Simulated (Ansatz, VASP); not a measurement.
One calculation of Re, two programs

INCAR

```
PREC = Accurate
ENCUT = 520
EDIFF = 1E-6
ISMEAR = 0
SIGMA = 0.15
LREAL = F
LASPH = T
NELM = 60
ALGO = Fast
ISIF = 2
LWAVE = F
LCHARG = F
GGA = PE
NBANDS = 14
```

KPOINTS

```
Automatic mesh
0
Gamma
  18 18 10
```

Contents of POSCAR:

```
Re
1.0
    2.7748241524      0.0000000000      0.0000000000
   -1.3874120762      2.4030682070     -0.0880724498
    0.0000000000     -0.1643468026      4.4842238099
Re
2
Direct
    0.3333333333      0.6666666667      0.2500000000
    0.6666666667      0.3333333333      0.7500000000
```

Input for Ansatz:

```yaml
crystal:
  lattice:
    - [2.7748241524, 0.0, 0.0]
    - [-1.3874120762, 2.403068207, -0.0880724498]
    - [0.0, -0.1643468026, 4.4842238099]
  atoms:
    - { symbol: Re, position: [0.3333333333, 0.6666666667, 0.25] }
    - { symbol: Re, position: [0.6666666667, 0.3333333333, 0.75] }
basis:
  ecutwfc: 420
kpoints:
  mp_grid: { grid: [18, 18, 10] }
hamiltonian:
  xc: pbe
  pseudopotentials: { kind: paw }
scf:
  occupations: { method: gaussian, width: 0.15 }
output:
  forces: true
  stress: true
  eigenvalues: true
```

Change from the starting cell: engineering shear strain xz +0.0000, engineering shear strain yz -0.0733.

Alike in both runs: task single point; functional PBE; k mesh 18 × 18 × 10; occupations gaussian, width 0.15 eV; no spin polarisation.

|  | VASP | Ansatz |
| --- | --- | --- |
| version | VASP 6.6.1 | Ansatz 0.2.0 |
| potentials or method | VASP PAW PBE potentials, release 64 (Re), cutoff 520 eV | scalar-relativistic, plane waves, PAW |
| valence electrons in the cell | 14 | 30 |

|  | VASP | Ansatz | Ansatz less VASP |
| --- | --- | --- | --- |
| gap on the k mesh at the Fermi level (eV) | none | none | - |
| pressure (GPa) | 1.0 | 1.5 | +0.50 |
| traceless stress, the component that is largest in VASP (GPa) | 11.47 | 11.61 | +0.140 |
| rms of the force components (eV/Å) | 0.019 | 0.022 | +0.0027 |

Atom by atom the forces differ by 0.003 eV/Å (rms over components). A gap of «none» marks a metal or a gap that the smearing closes. The functional is the same, so the differences come from potentials, cutoffs and numerics. VASP's potentials hold 14 valence electrons a cell and Ansatz's 30, so a difference there can come from the potentials and not from the codes.

Neither program's run includes spin-orbit coupling.
